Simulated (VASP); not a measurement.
# Al4N5 in VASP: notebook

Runs on Al4N5. Level: PBE. Tasks: single point.

Everything below comes from runs of VASP 6.6.1. Logs are shortened: lines on timing, memory, paths and dates and some standing lists are left out, and cuts for length are marked.

## 1. The cell of the first run

The cell holds a slab with vacuum, 9 atoms: a = 3.130 Å, b = 3.130 Å, c = 25.062 Å, α = 90.00°, β = 90.00°, γ = 120.00°.

## 2. Single point, PBE, collinear spin

The input, INCAR:

```
SYSTEM = Al4N5
  PREC = Accurate
  ENCUT = 520
  EDIFF = 1E-6
  ISMEAR = 0
  SIGMA = 0.05
  LREAL = .False.
  LASPH = .True.
  NELM = 150
  ALGO = Normal
  ISIF = 2
  LWAVE = .False.
  LCHARG = .False.
  ISPIN = 2
  MAGMOM = 0 0 0 0 3 0 0 0 0
  LORBIT = 11
  LDIPOL = .True.
  IDIPOL = 3
  DIPOL = 0.5 0.5 0.347
  GGA = PE
  NBANDS = 32
```

The input, KPOINTS:

```
regular mesh
0
Gamma
  9 9 1
  0 0 0
```

The input, POSCAR:

```
Al4N5
1.0
    3.1297683445      0.0000000000      0.0000000000
   -1.5648841723      2.7104588943      0.0000000000
    0.0000000000      0.0000000000     25.0621509606
N Al
5 4
Direct
    0.3333333333      0.6666666667      0.1596032203
    0.6666666667      0.3333333333      0.2597004396
    0.3333333333      0.6666666667      0.3620561642
    0.6666666667      0.3333333333      0.4610505141
    0.5000000000      0.6666666667      0.5499189189
    0.6666666667      0.3333333333      0.1833176549
    0.3333333333      0.6666666667      0.2834148742
    0.6666666667      0.3333333333      0.3814237064
    0.3333333333      0.6666666667      0.4812895341
```

Potentials or basis: VASP PAW PBE potentials, release 64 (N, Al).

Command:

```bash
$ cat potpaw_PBE.64/N/POTCAR potpaw_PBE.64/Al/POTCAR > POTCAR
$ mpirun -np 1 vasp_std > vasp.out
```

OUTCAR:

```text
SYSTEM = Al4N5
   PREC = Accurate
   ENCUT = 520
   EDIFF = 1E-6
   ISMEAR = 0
   LREAL = .False.
   LASPH = .True.
   NELM = 150
   ISIF = 2
   ISPIN = 2
   LORBIT = 11
   GGA = PE

 ion  position               nearest neighbor table
   1  0.333  0.667  0.160-   6 1.90   6 1.90   6 1.90
   2  0.667  0.333  0.260-   7 1.90   7 1.90   7 1.90   6 1.91
   3  0.333  0.667  0.362-   8 1.87   8 1.87   8 1.87   7 1.97
   4  0.667  0.333  0.461-   9 1.88   9 1.88   9 1.88   8 2.00
   5  0.500  0.667  0.550-   9 1.80
   6  0.667  0.333  0.183-   1 1.90   1 1.90   1 1.90   2 1.91   7 3.09   7 3.09   7 3.09
   7  0.333  0.667  0.283-   2 1.90   2 1.90   2 1.90   3 1.97   8 3.05   8 3.05   8 3.05   6 3.09
                             6 3.09   6 3.09
   8  0.667  0.333  0.381-   3 1.87   3 1.87   3 1.87   4 2.00   7 3.05   7 3.05   7 3.05   9 3.09
                             9 3.09   9 3.09
   9  0.333  0.667  0.481-   5 1.80   4 1.88   4 1.88   4 1.88   8 3.09   8 3.09   8 3.09

  LATTYP: Found a hexagonal cell.
 ALAT       =     3.1297683445
 C/A-ratio  =     8.0076696426

  Lattice vectors:

 A1 = (   3.1297683445,   0.0000000000,   0.0000000000)
 A2 = (  -1.5648841723,   2.7104588943,   0.0000000000)
 A3 = (   0.0000000000,   0.0000000000,  25.0621509606)

Analysis of symmetry for initial positions (statically):
=====================================================================
 Subroutine PRICEL returns:
 Original cell was already a primitive cell.

 Routine SETGRP: Setting up the symmetry group for a
 hexagonal supercell.

 Subroutine GETGRP returns: Found  1 space group operations
 (whereof  1 operations were pure point group operations)
 out of a pool of 24 trial point group operations.

The static configuration has the point symmetry C_1 .

Analysis of symmetry for dynamics (positions and initial velocities):
=====================================================================
 Subroutine PRICEL returns:
 Original cell was already a primitive cell.

 Routine SETGRP: Setting up the symmetry group for a
 hexagonal supercell.

 Subroutine GETGRP returns: Found  1 space group operations
 (whereof  1 operations were pure point group operations)
 out of a pool of 24 trial point group operations.

The dynamic configuration has the point symmetry C_1 .

Analysis of structural, dynamic, and magnetic symmetry:
=====================================================================
 Subroutine PRICEL returns:
 Original cell was already a primitive cell.

 Routine SETGRP: Setting up the symmetry group for a
 hexagonal supercell.

 Subroutine GETGRP returns: Found  1 space group operations
 (whereof  1 operations were pure point group operations)
 out of a pool of 24 trial point group operations.

The overall configuration has the point symmetry C_1 .

 Subroutine INISYM returns: Found  1 space group operations
 (whereof  1 operations are pure point group operations),
 and found     1 'primitive' translations

----------------------------------------------------------------------------------------

                                     Primitive cell

  volume of cell :     212.6049

  direct lattice vectors                    reciprocal lattice vectors
     3.129768344  0.000000000  0.000000000     0.319512465  0.184470608  0.000000000
    -1.564884172  2.710458894  0.000000000     0.000000000  0.368941216  0.000000000
     0.000000000  0.000000000 25.062150961     0.000000000  0.000000000  0.039900805

  length of vectors
     3.129768344  3.129768345 25.062150961     0.368941216  0.368941216  0.039900805

  position of ions in fractional coordinates (direct lattice)
     0.333333333  0.666666667  0.159603220
     0.666666667  0.333333333  0.259700440
     0.333333333  0.666666667  0.362056164
     0.666666667  0.333333333  0.461050514
     0.500000000  0.666666667  0.549918919
     0.666666667  0.333333333  0.183317655
     0.333333333  0.666666667  0.283414874
     0.666666667  0.333333333  0.381423706
     0.333333333  0.666666667  0.481289534

  ion indices of the primitive-cell ions
   primitive index   ion index
                 1           1
                 2           2
                 3           3
                 4           4
                 5           5
[... 72 lines left out ...]
   LSORBIT =      F    spin-orbit coupling
   LASPH  =      T    aspherical Exc in radial PAW
   ENCUT  =  520.0 eV  38.22 Ry    6.18 a.u.   5.82  5.82 46.60*2*pi/ulx,y,z
   NELM   =    150;   NELMIN=  2; NELMDL= -5     # of ELM steps
   EDIFF  = 0.1E-05   stopping-criterion for ELM
   LREAL  =      F    real-space projection
   EDIFFG = 0.1E-04   stopping-criterion for IOM
   NSW    =      0    number of steps for IOM
   IBRION =     -1    ionic relax: 0-MD 1-quasi-New 2-CG
   NFREE  =      0    steps in history (QN), initial steepest desc. (CG)
   ISIF   =      2    stress and relaxation
   ISYM   =      2    0-nonsym 1-usesym 2-fastsym
   POTIM  = 0.5000    time-step for ionic-motion
   TEBEG  =    0.0;   TEEND  =   0.0 temperature during run
   PSTRESS=    0.0 pullay stress
   NELECT =      37.0000    total number of electrons
   NUPDOWN=      -1.0000    fix difference up-down
   EMIN   =  10.00;   EMAX   =-10.00  energy-range for DOS
   EFERMI =   0.00;   METHOD = LEGACY
   ISMEAR =     0;   SIGMA  =   0.05  broadening in eV -4-tet -1-fermi 0-gaus
   EFERMI_NEDOS =   21; number of points for ismear=-14 and -15
   IALGO  =     38    algorithm
   IMIX   =      4    mixing-type and parameters
     AMIX     =   0.40;   BMIX     =  1.00
     AMIX_MAG =   1.60;   BMIX_MAG =  1.00
  volume/ion in A,a.u.               =      23.62       159.41
  Fermi-wavevector in a.u.,A,eV,Ry     =   0.914010  1.727228 11.366502  0.835414
  Thomas-Fermi vector in A             =   2.038588
   LORBIT       =     11    0 simple, 1 ext, 2 COOP (PROOUT), +10 PAW based schemes
   GGA     = PE    functional components
   LHFCALC =     F    Hartree Fock is set to
   AEXX    =    0.0000 exact exchange contribution
   IVDW    =     0    specifies the selected vdW correction
   LEPSILON=     F    determine dielectric tensor
   LRPA    =     F    only Hartree local field effects (RPA)
 spin polarized calculation
 Gauss-broadening in eV      SIGMA  =   0.05
  energy-cutoff  :      520.00
  volume of cell :      212.60
 maximum number of plane-waves:      5756
   NGX = 11   NGY = 11   NGZ = 93

 dipolmoment           0.000000      0.000000      0.102465 electrons x Angstroem

 number of electron      36.9999995 magnetization       2.4245141

 dipolmoment           0.000000      0.000000     -0.001952 electrons x Angstroem

 Free energy of the ion-electron system (eV)
  ---------------------------------------------------
  ext. energy  EPLUGINS =         0.00000000
  ---------------------------------------------------
  free energy    TOTEN  =       -60.69428353 eV

  energy without entropy =      -60.68481865  energy(sigma->0) =      -60.68955109

 E-fermi :  -1.4312     XC(G=0):  -5.3976

 val. band max:       -1.4439368560   @ k =   0.2222   0.3333   0.0000
 cond. band min:      -1.4271876163   @ k =  -0.4444   0.2222   0.0000
 fundamental gap:      0.0167492397
 Fermi energy:        -1.4311825749

 spin component 1

 k-point     1 :       0.0000    0.0000    0.0000
  band No.  band energies     occupation
      1     -17.5800      1.00000
      2     -16.8902      1.00000
      3     -16.2674      1.00000
      4     -15.1755      1.00000
      5     -14.5545      1.00000
      6      -7.7843      1.00000
[... 781 lines left out ...]
     29       8.2727      0.00000
     30       8.4425      0.00000

 [... further k-points ...]

 spin component 2

 k-point     1 :       0.0000    0.0000    0.0000
  band No.  band energies     occupation
      1     -17.4966      1.00000
      2     -16.6291      1.00000
      3     -16.0564      1.00000
      4     -14.5067      1.00000
      5     -12.6693      1.00000
      6      -7.6657      1.00000
[... 781 lines left out ...]
     29       8.4060      0.00000
     30       8.5215      0.00000

 [... further k-points ...]

 [bands above 30 left out]

------------------------ aborting loop because EDIFF is reached ----------------------------------------

 vacuum level on the upper side and lower side of the slab       (xc-potential included)        -0.021         0.020

  FORCE on cell =-STRESS in cart. coord.  units (eV):
  Direction    XX          YY          ZZ          XY          YZ          ZX
  --------------------------------------------------------------------------------------
  -------------------------------------------------------------------------------------
  Total        1.3581680      1.3294010      2.3154866     -0.3231754      0.2917126      1.0190901
  in kB       10.2350675     10.0182813     17.4493599     -2.4354295      2.1983277      7.6797984
  external PRESSURE =      12.5675696 kB  Pullay stress =       0.0000000 kB

 VOLUME and BASIS-vectors are now :
 -----------------------------------------------------------------------------
  energy-cutoff  :      520.00
  volume of cell :      212.60
      direct lattice vectors                 reciprocal lattice vectors
     3.129768344  0.000000000  0.000000000     0.319512465  0.184470608  0.000000000
    -1.564884172  2.710458894  0.000000000     0.000000000  0.368941216  0.000000000
     0.000000000  0.000000000 25.062150961     0.000000000  0.000000000  0.039900805

 POSITION                                       TOTAL-FORCE (eV/Angst)
 -----------------------------------------------------------------------------------
     -0.00000      1.80697      4.00000         0.000570      0.001171      1.884192
      1.56488      0.90349      6.50865        -0.000713     -0.000513      1.122005
     -0.00000      1.80697      9.07391        -0.004275      0.001265     -1.010568
      1.56488      0.90349     11.55492         0.166668     -0.112546     -1.364806
      0.52163      1.80697     13.78215         0.623641      0.145090      2.164337
      1.56488      0.90349      4.59433        -0.000172     -0.000098     -2.245918
     -0.00000      1.80697      7.10299        -0.000953      0.000479     -0.525134
      1.56488      0.90349      9.55930        -0.005006      0.001079      1.201381
     -0.00000      1.80697     12.06215        -0.779761     -0.035928     -1.225489
 -----------------------------------------------------------------------------------
    total drift:                                0.000099     -0.000023      0.000273

  FREE ENERGIE OF THE ION-ELECTRON SYSTEM (eV)
  ---------------------------------------------------
  free  energy   TOTEN  =       -60.6942835260 eV

  energy  without entropy=      -60.6848186537  energy(sigma->0) =      -60.68955109

 vacuum level on the upper side and lower side of the slab         6.091         6.133

 total charge

# of ion       s       p       d       tot
------------------------------------------
    1        1.256   2.439   0.000   3.696
    2        1.229   2.613   0.000   3.842
    3        1.225   2.635   0.000   3.860
    4        1.229   2.610   0.000   3.839
    5        1.332   2.116   0.000   3.447
    6        0.369   0.426   0.000   0.796
    7        0.362   0.424   0.000   0.786
    8        0.367   0.434   0.000   0.802
    9        0.382   0.462   0.000   0.844
--------------------------------------------------
tot          7.753  14.160   0.000  21.912

 magnetization (x)

# of ion       s       p       d       tot
------------------------------------------
    1        0.000   0.034   0.000   0.034
    2       -0.000   0.003   0.000   0.003
    3        0.001   0.013   0.000   0.014
    4        0.009   0.111   0.000   0.121
    5        0.045   1.404   0.000   1.449
    6       -0.001   0.002   0.000   0.001
    7       -0.000   0.000   0.000   0.000
    8        0.002   0.006   0.000   0.008
    9       -0.001   0.010   0.000   0.009
--------------------------------------------------
tot          0.056   1.583   0.000   1.638
```

Wall time 41 min (1 thread of Oxide Virtual Turin-like, shared host); peak memory 0.61 GiB.

Results:

```yaml
Free_energy: -60.6943 eV
Largest_force: 2.257 eV/Å
Net_moment: 2.42 μB per cell
Site_moments: N +0.03, +0.00, +0.01, +0.12, +1.45; Al +0.00, +0.01 (each value once) μB
Valence_electrons_inside_the_program's_atomic_spheres: N 3.70, 3.84, 3.86, 3.45 (each value once); Al 0.80, 0.79, 0.84 (each value once)
```

Forces in eV/Å, atoms in the order of the input:
```
N    0.001  0.001  1.884
N   -0.001 -0.001  1.122
N   -0.004  0.001 -1.011
N    0.167 -0.113 -1.365
N    0.624  0.145  2.164
Al   0.000  0.000 -2.246
Al  -0.001  0.000 -0.525
Al  -0.005  0.001  1.201
Al  -0.780 -0.036 -1.225
```

## 3. Single point, PBE, collinear spin

The input, INCAR:

```
PREC = Accurate ; ENCUT = 520
EDIFF = 1E-6 ; ISMEAR = 0
SIGMA = 0.05 ; LREAL = F
LASPH = T ; NELM = 150
ALGO = Fast ; ISIF = 2
LWAVE = F ; LCHARG = F
ISPIN = 2 ; MAGMOM = 0 0 0 0 3 0 0 0 0
LORBIT = 11 ; LDIPOL = T
IDIPOL = 3 ; DIPOL = 0.5 0.5 0.345
GGA = PE ; NBANDS = 32
```

The input, KPOINTS:

```
Automatic mesh
0
Gamma
  9 9 1
```

Edit POSCAR of step 2 so:

```diff
@@ -12,3 +12,3 @@
     0.6666666667      0.3333333333      0.4610505141
-    0.5000000000      0.6666666667      0.5499189189
+    0.6666666667      0.6666666667      0.5359536371
     0.6666666667      0.3333333333      0.1833176549
```

Potentials or basis: VASP PAW PBE potentials, release 64 (N, Al).

Command:

```bash
$ cat potpaw_PBE.64/N/POTCAR potpaw_PBE.64/Al/POTCAR > POTCAR
$ mpirun -np 1 vasp_std > vasp.out
```

It took 1.6 h on 1 thread of Oxide Virtual Turin-like, shared host; peak memory 0.62 GiB.

It converged, with:

```
Free energy                                           : -60.4543 eV
Largest force                                         : 3.624 eV/Å
Net moment                                            : 1.92 μB per cell
Site moments                                          : N +0.35, +0.03, +0.00, +0.06, +0.83; Al -0.00, +0.00, +0.01 (each value once) μB
Valence electrons inside the program's atomic spheres : N 3.70, 3.84, 3.86, 3.83, 3.49; Al 0.80, 0.79, 0.86 (each value once)
```

Forces in eV/Å, atoms in the order of the input:
```
N    0.000  0.002  2.252
N    0.000 -0.002  1.209
N   -0.010  0.028 -0.941
N    0.397 -0.272 -2.170
N    2.556 -0.011  2.570
Al   0.000  0.000 -2.678
Al  -0.001  0.009 -0.584
Al  -0.047  0.111  1.060
Al  -2.896  0.134 -0.716
```

Levels at points of the mesh, in eV from the Fermi level:
Spin up:
| k point | band 15 | band 16 | band 17 | band 18 | band 19 | band 20 | band 21 | band 22 | band 23 | band 24 |
| --- | --- | --- | --- | --- | --- | --- | --- | --- | --- | --- |
| (0.00, 0.00, 0.00) | -1.63 | -1.24 | -0.44 | -0.43 | -0.43 | 0.30 | 3.03 | 4.44 | 4.75 | 5.84 |
Spin down:
| k point | band 15 | band 16 | band 17 | band 18 | band 19 | band 20 | band 21 | band 22 |
| --- | --- | --- | --- | --- | --- | --- | --- | --- |
| (0.00, 0.00, 0.00) | -0.63 | -0.23 | -0.13 | -0.13 | 1.43 | 1.95 | 3.21 | 4.58 |

## 4. Single point, PBE, collinear spin

The input, INCAR:

```
PREC = Accurate
ENCUT = 520
EDIFF = 1E-6
ISMEAR = 0
SIGMA = 0.05
LREAL = False
LASPH = True
NELM = 150
ALGO = Fast
ISIF = 2
LWAVE = False
LCHARG = False
ISPIN = 2
MAGMOM = 0 0 0 0 3 0 0 0 0
LORBIT = 11
LDIPOL = True
IDIPOL = 3
DIPOL = 0.5 0.5 0.348
GGA = PE
NBANDS = 32
```

The input, KPOINTS:

```
regular mesh
0
Gamma
  9 9 1
```

Edit POSCAR of step 3 so:

```diff
@@ -12,3 +12,3 @@
     0.6666666667      0.3333333333      0.4610505141
-    0.6666666667      0.6666666667      0.5359536371
+    0.5000000000      0.6666666667      0.5638842006
     0.6666666667      0.3333333333      0.1833176549
```

Command:

```bash
$ cat potpaw_PBE.64/N/POTCAR potpaw_PBE.64/Al/POTCAR > POTCAR
$ mpirun -np 1 vasp_std > vasp.out
```

Run time: 50 min. Hardware: 1 thread of Oxide Virtual Turin-like, shared host; peak memory 0.61 GiB.

Results (log left out):

```
Free energy                                           : -60.8477 eV
Largest force                                         : 2.595 eV/Å
Net moment                                            : 1.75 μB per cell
Site moments                                          : N -0.36, -0.03, +0.00, +0.05, +1.50; Al +0.00, -0.00 (each value once) μB
Valence electrons inside the program's atomic spheres : N 3.70, 3.84, 3.86, 3.36 (each value once); Al 0.80, 0.79, 0.78 (each value once)
```

Forces in eV/Å, atoms in the order of the input:
```
N    0.000  0.000  2.212
N    0.000  0.000  1.074
N   -0.001  0.002 -1.043
N    0.082 -0.030 -0.909
N   -0.249  0.043 -1.225
Al   0.000  0.000 -2.595
Al   0.000  0.000 -0.444
Al   0.004  0.004  1.214
Al   0.165 -0.020  1.715
```

Levels at points of the mesh, in eV from the Fermi level:
Spin up:
| k point | band 16 | band 17 | band 18 | band 19 | band 20 | band 21 | band 22 | band 23 |
| --- | --- | --- | --- | --- | --- | --- | --- | --- |
| (0.00, 0.00, 0.00) | -0.63 | -0.53 | -0.42 | -0.15 | -0.15 | 2.97 | 4.25 | 4.79 |
Spin down:
| k point | band 14 | band 15 | band 16 | band 17 | band 18 | band 19 | band 20 | band 21 | band 22 | band 23 |
| --- | --- | --- | --- | --- | --- | --- | --- | --- | --- | --- |
| (0.00, 0.00, 0.00) | -2.03 | -1.53 | -0.46 | -0.46 | -0.19 | 3.00 | 3.25 | 3.44 | 4.37 | 4.80 |

## 5. Overview

| cell | gap on the mesh (eV) | moment (μB) | largest force (eV/Å) |
| --- | --- | --- | --- |
| as given, atomic positions A | none | 2.42 | 2.26 |
| as given, atomic positions B | none | 1.92 | 3.62 |
| as given, atomic positions C | none | 1.75 | 2.59 |

Alike in all rows: task single point; level PBE; potentials or basis VASP PAW PBE potentials, release 64 (N, Al); spin collinear; k mesh 9 × 9 × 1; cutoff (eV) 520; smearing gaussian 0.05 eV.

Absolute energies hang on the potentials; compare differences alone.

The gap in the log of VASP goes by the Fermi energy; the results here count the filled bands.